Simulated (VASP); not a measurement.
# TaAlCl6 (R-3m) in VASP: single point with PBE

Aim: the single point of TaAlCl6 with PBE.

Everything below comes from runs of VASP 6.6.1. Logs are shortened: lines on timing, memory, paths and dates and some standing lists are left out, and cuts for length are marked.

### 1 The cell of the first run

Symmetry: R-3m, No. 166, trigonal system. The conventional cell has a = 13.004 Å, b = 13.004 Å, c = 6.164 Å, α = 90.00°, β = 90.00°, γ = 120.00°. Ta (site symmetry -3m) has 6 Cl at 2.48 Å and 2 Al at 3.08 Å within 3.3 Å. Al (site symmetry -3m) has 6 Cl at 2.36 Å and 2 Ta at 3.08 Å within 3.1 Å. Cl (site symmetry m) has 1 Al at 2.36 Å and 1 Ta at 2.48 Å within 3.1 Å.

### 2 Single point, PBE, collinear spin

The input, INCAR:

```
SYSTEM = TaAlCl6
PREC = Accurate
ENCUT = 500
EDIFF = 1E-6
ISMEAR = 0
SIGMA = 0.1
LREAL = .False.
LASPH = .True.
NELM = 200
ALGO = Normal
ISIF = 2
LWAVE = .False.
LCHARG = .True.
ISPIN = 2
MAGMOM = 1.17 0 0 0 0 0 0 0
LORBIT = 11
LMAXMIX = 4
GGA = PE
LVHAR = .True.
NBANDS = 42
GGA_COMPAT = .False.
KPAR = 4
```

The input, KPOINTS:

```
Automatic mesh
0
Gamma
  6 6 6
  0 0 0
```

The input, POSCAR:

```
TaAlCl6
1.0
    6.5020691266      3.7539713605      2.0547724506
   -6.5020691266      3.7539713605      2.0547724506
    0.0000000000     -7.5079427210      2.0547724507
Ta Al Cl
1 1 6
Direct
    0.5000000000      0.5000000000      0.5000000000
    0.0000000000      0.0000000000      0.0000000000
    0.3165768109      0.3165768109      0.0681419399
    0.0681419399      0.3165768109      0.3165768109
    0.3165768109      0.0681419399      0.3165768109
    0.9318580601      0.6834231891      0.6834231891
    0.6834231891      0.6834231891      0.9318580601
    0.6834231891      0.9318580601      0.6834231891
```

Potentials or basis: VASP PAW PBE potentials, release 64 (Ta_pv, Al, Cl).

Launch:

```
> cat potpaw_PBE.64/Ta_pv/POTCAR potpaw_PBE.64/Al/POTCAR potpaw_PBE.64/Cl/POTCAR > POTCAR
> mpirun -np 4 vasp_std > vasp.out
```

OUTCAR:

```text
SYSTEM = TaAlCl6
   PREC = Accurate
   ENCUT = 500
   EDIFF = 1E-6
   ISMEAR = 0
   LREAL = .False.
   LASPH = .True.
   NELM = 200
   ISIF = 2
   ISPIN = 2
   LORBIT = 11
   GGA = PE

 ion  position               nearest neighbor table
   1  0.500  0.500  0.500-   4 2.48   5 2.48   6 2.48   8 2.48   7 2.48   3 2.48   2 3.08   2 3.08

   2  0.000  0.000  0.000-   3 2.36   7 2.36   5 2.36   6 2.36   4 2.36   8 2.36   1 3.08   1 3.08

   3  0.317  0.317  0.068-   2 2.36   1 2.48
   4  0.068  0.317  0.317-   2 2.36   1 2.48
   5  0.317  0.068  0.317-   2 2.36   1 2.48
   6  0.932  0.683  0.683-   2 2.36   1 2.48
   7  0.683  0.683  0.932-   2 2.36   1 2.48
   8  0.683  0.932  0.683-   2 2.36   1 2.48

  LATTYP: Found a trigonal (rhomboedric) cell.
 ALAT       =     7.7840409638
 COS(alpha) =    -0.3954778097

  Lattice vectors:

 A1 = (   6.5020691266,   3.7539713605,   2.0547724506)
 A2 = (  -6.5020691266,   3.7539713605,   2.0547724506)
 A3 = (   0.0000000000,  -7.5079427210,   2.0547724507)

Analysis of symmetry for initial positions (statically):
=====================================================================
 Subroutine PRICEL returns:
 Original cell was already a primitive cell.

 Routine SETGRP: Setting up the symmetry group for a
 trigonal (rhombohedral) supercell.

 Subroutine GETGRP returns: Found 12 space group operations
 (whereof 12 operations were pure point group operations)
 out of a pool of 12 trial point group operations.

The static configuration has the point symmetry D_3d.

Analysis of symmetry for dynamics (positions and initial velocities):
=====================================================================
 Subroutine PRICEL returns:
 Original cell was already a primitive cell.

 Routine SETGRP: Setting up the symmetry group for a
 trigonal (rhombohedral) supercell.

 Subroutine GETGRP returns: Found 12 space group operations
 (whereof 12 operations were pure point group operations)
 out of a pool of 12 trial point group operations.

The dynamic configuration has the point symmetry D_3d.

Analysis of structural, dynamic, and magnetic symmetry:
=====================================================================
 Subroutine PRICEL returns:
 Original cell was already a primitive cell.

 Routine SETGRP: Setting up the symmetry group for a
 trigonal (rhombohedral) supercell.

 Subroutine GETGRP returns: Found 12 space group operations
 (whereof 12 operations were pure point group operations)
 out of a pool of 12 trial point group operations.

The overall configuration has the point symmetry D_3d.

 Subroutine INISYM returns: Found 12 space group operations
 (whereof 12 operations are pure point group operations),
 and found     1 'primitive' translations

----------------------------------------------------------------------------------------

                                     Primitive cell

  volume of cell :     300.9245

  direct lattice vectors                    reciprocal lattice vectors
     6.502069127  3.753971361  2.054772451     0.076898598  0.044397426  0.162223965
    -6.502069127  3.753971361  2.054772451    -0.076898598  0.044397426  0.162223965
     0.000000000 -7.507942721  2.054772451     0.000000000 -0.088794853  0.162223965

  length of vectors
     7.784040964  7.784040964  7.784040964     0.184935504  0.184935504  0.184935504

  position of ions in fractional coordinates (direct lattice)
     0.500000000  0.500000000  0.500000000
     0.000000000  0.000000000  0.000000000
     0.316576811  0.316576811  0.068141940
     0.068141940  0.316576811  0.316576811
     0.316576811  0.068141940  0.316576811
     0.931858060  0.683423189  0.683423189
     0.683423189  0.683423189  0.931858060
     0.683423189  0.931858060  0.683423189

  ion indices of the primitive-cell ions
   primitive index   ion index
                 1           1
                 2           2
                 3           3
                 4           4
                 5           5
                 6           6
                 7           7
                 8           8

----------------------------------------------------------------------------------------

[... 57 lines left out ...]
   NGX,Y,Z   is equivalent  to a cutoff of  12.81, 12.81, 12.81 a.u.
   NGXF,Y,Z  is equivalent  to a cutoff of  25.63, 25.63, 25.63 a.u.
 SYSTEM =  TaAlCl6
   PREC   = accura    normal or accurate (medium, high low for compatibility)
   ISTART =      0    job   : 0-new  1-cont  2-samecut
   ICHARG =      2    charge: 1-file 2-atom 10-const
   ISPIN  =      2    spin polarized calculation?
   LNONCOLLINEAR =      F non collinear calculations
   LSORBIT =      F    spin-orbit coupling
   LASPH  =      T    aspherical Exc in radial PAW
   ENCUT  =  500.0 eV  36.75 Ry    6.06 a.u.  14.19 14.19 14.19*2*pi/ulx,y,z
   NELM   =    200;   NELMIN=  2; NELMDL= -5     # of ELM steps
   EDIFF  = 0.1E-05   stopping-criterion for ELM
   LREAL  =      F    real-space projection
   EDIFFG = 0.1E-04   stopping-criterion for IOM
   NSW    =      0    number of steps for IOM
   IBRION =     -1    ionic relax: 0-MD 1-quasi-New 2-CG
   NFREE  =      0    steps in history (QN), initial steepest desc. (CG)
   ISIF   =      2    stress and relaxation
   ISYM   =      2    0-nonsym 1-usesym 2-fastsym
   POTIM  = 0.5000    time-step for ionic-motion
   TEBEG  =    0.0;   TEEND  =   0.0 temperature during run
   PSTRESS=    0.0 pullay stress
   NELECT =      56.0000    total number of electrons
   NUPDOWN=      -1.0000    fix difference up-down
   EMIN   =  10.00;   EMAX   =-10.00  energy-range for DOS
   EFERMI =   0.00;   METHOD = LEGACY
   ISMEAR =     0;   SIGMA  =   0.10  broadening in eV -4-tet -1-fermi 0-gaus
   EFERMI_NEDOS =   21; number of points for ismear=-14 and -15
   IALGO  =     38    algorithm
   IMIX   =      4    mixing-type and parameters
     AMIX     =   0.40;   BMIX     =  1.00
     AMIX_MAG =   1.60;   BMIX_MAG =  1.00
  volume/ion in A,a.u.               =      37.62       253.84
  Fermi-wavevector in a.u.,A,eV,Ry     =   0.934656  1.766243 11.885795  0.873581
  Thomas-Fermi vector in A             =   2.061483
   LORBIT       =     11    0 simple, 1 ext, 2 COOP (PROOUT), +10 PAW based schemes
   GGA     = PE    functional components
   LHFCALC =     F    Hartree Fock is set to
   AEXX    =    0.0000 exact exchange contribution
   IVDW    =     0    specifies the selected vdW correction
   LEPSILON=     F    determine dielectric tensor
   LRPA    =     F    only Hartree local field effects (RPA)
 spin polarized calculation
 Gauss-broadening in eV      SIGMA  =   0.10
  energy-cutoff  :      500.00
  volume of cell :      300.92
 maximum number of plane-waves:      7673
 NGX is ok and might be reduce to    60
   NGX = 29   NGY = 29   NGZ = 29

 number of electron      55.9999996 magnetization       1.9999346

 Free energy of the ion-electron system (eV)
  ---------------------------------------------------
  ext. energy  EPLUGINS =         0.00000000
  ---------------------------------------------------
  free energy    TOTEN  =       -36.12775888 eV

  energy without entropy =      -36.09041902  energy(sigma->0) =      -36.10908895

 E-fermi :   0.7816     XC(G=0):  -6.4236

 val. band max:        0.7782515908   @ k =   0.5000   0.5000   0.5000
 cond. band min:       0.8058989980   @ k =   0.5000   0.5000   0.1667
 fundamental gap:      0.0276474072
 Fermi energy:         0.7816027581

 spin component 1

 k-point     1 :       0.0000    0.0000    0.0000
  band No.  band energies     occupation
      1     -35.3925      1.00000
      2     -35.3925      1.00000
      3     -35.3689      1.00000
      4     -16.8140      1.00000
      5     -15.9378      1.00000
      6     -15.8253      1.00000
[... 1021 lines left out ...]
     39       6.2677      0.00000
     40       6.5104      0.00000

 [... further k-points ...]

 spin component 2

 k-point     1 :       0.0000    0.0000    0.0000
  band No.  band energies     occupation
      1     -34.5108      1.00000
      2     -34.5108      1.00000
      3     -34.4496      1.00000
      4     -16.7630      1.00000
      5     -15.9157      1.00000
      6     -15.8035      1.00000
[... 1021 lines left out ...]
     39       6.5113      0.00000
     40       6.6663      0.00000

 [... further k-points ...]

 [bands above 40 left out]

------------------------ aborting loop because EDIFF is reached ----------------------------------------

  FORCE on cell =-STRESS in cart. coord.  units (eV):
  Direction    XX          YY          ZZ          XY          YZ          ZX
  --------------------------------------------------------------------------------------
  -------------------------------------------------------------------------------------
  Total       -0.1020618     -0.1020618     -0.1426533      0.0000000      0.0000000      0.0000000
  in kB       -0.5433957     -0.5433957     -0.7595126      0.0000000      0.0000000      0.0000000
  external PRESSURE =      -0.6154347 kB  Pullay stress =       0.0000000 kB

 VOLUME and BASIS-vectors are now :
 -----------------------------------------------------------------------------
  energy-cutoff  :      500.00
  volume of cell :      300.92
      direct lattice vectors                 reciprocal lattice vectors
     6.502069127  3.753971361  2.054772451     0.076898598  0.044397426  0.162223965
    -6.502069127  3.753971361  2.054772451    -0.076898598  0.044397426  0.162223965
     0.000000000 -7.507942721  2.054772451     0.000000000 -0.088794853  0.162223965

 POSITION                                       TOTAL-FORCE (eV/Angst)
 -----------------------------------------------------------------------------------
      0.00000      0.00000      3.08216        -0.000000     -0.000000      0.000000
      0.00000      0.00000      0.00000        -0.000000     -0.000000      0.000000
      0.00000      1.86523      1.44100        -0.000000     -0.005055     -0.013065
     -1.61534     -0.93262      1.44100         0.004378      0.002527     -0.013065
      1.61534     -0.93262      1.44100        -0.004378      0.002527     -0.013065
      1.61534      0.93262      4.72331        -0.004378     -0.002527      0.013065
      0.00000     -1.86523      4.72331        -0.000000      0.005055      0.013065
     -1.61534      0.93262      4.72331         0.004378     -0.002527      0.013065
 -----------------------------------------------------------------------------------
    total drift:                               -0.000000      0.000000      0.000000

  FREE ENERGIE OF THE ION-ELECTRON SYSTEM (eV)
  ---------------------------------------------------
  free  energy   TOTEN  =       -36.1277588769 eV

  energy  without entropy=      -36.0904190165  energy(sigma->0) =      -36.10908895

 total charge

# of ion       s       p       d       tot
------------------------------------------
    1        0.248   6.135   2.309   8.692
    2        0.312   0.310   0.000   0.622
    3        1.602   3.532   0.000   5.135
    4        1.602   3.532   0.000   5.135
    5        1.602   3.532   0.000   5.135
    6        1.602   3.532   0.000   5.135
    7        1.602   3.532   0.000   5.135
    8        1.602   3.532   0.000   5.135
--------------------------------------------------
tot         10.173  27.639   2.309  40.122

 magnetization (x)

# of ion       s       p       d       tot
------------------------------------------
    1        0.022   0.011   1.329   1.362
    2        0.010   0.004   0.000   0.013
    3        0.001   0.003   0.000   0.004
    4        0.001   0.003   0.000   0.004
    5        0.001   0.003   0.000   0.004
    6        0.001   0.003   0.000   0.004
    7        0.001   0.003   0.000   0.004
    8        0.001   0.003   0.000   0.004
--------------------------------------------------
tot          0.036   0.034   1.329   1.398
```

It took 6.1 min on 4 MPI ranks of AMD EPYC 7R43 (Zen 3), shared host; peak memory 1 GiB.

Results:

```yaml
Free_energy: -36.1278 eV
Pressure: -0.1 GPa
Largest_force: 0.014 eV/Å
Band_gap_on_the_k_mesh: zero (filled and empty bands overlap)
Net_moment: 2.00 μB per cell
Site_moments: Ta +1.36; Al +0.01; Cl +0.00 μB
Valence_electrons_inside_the_program's_atomic_spheres: Ta 8.69; Al 0.62; Cl 5.13
```

Forces in eV/Å, atoms in the order of the input:
```
Ta   0.000  0.000  0.000
Al   0.000  0.000  0.000
Cl   0.000 -0.005 -0.013
Cl   0.004  0.003 -0.013
Cl  -0.004  0.003 -0.013
Cl  -0.004 -0.003  0.013
Cl   0.000  0.005  0.013
Cl   0.004 -0.003  0.013
```

Caveat: spin-orbit coupling is left out, which moves the levels of the heavy elements.
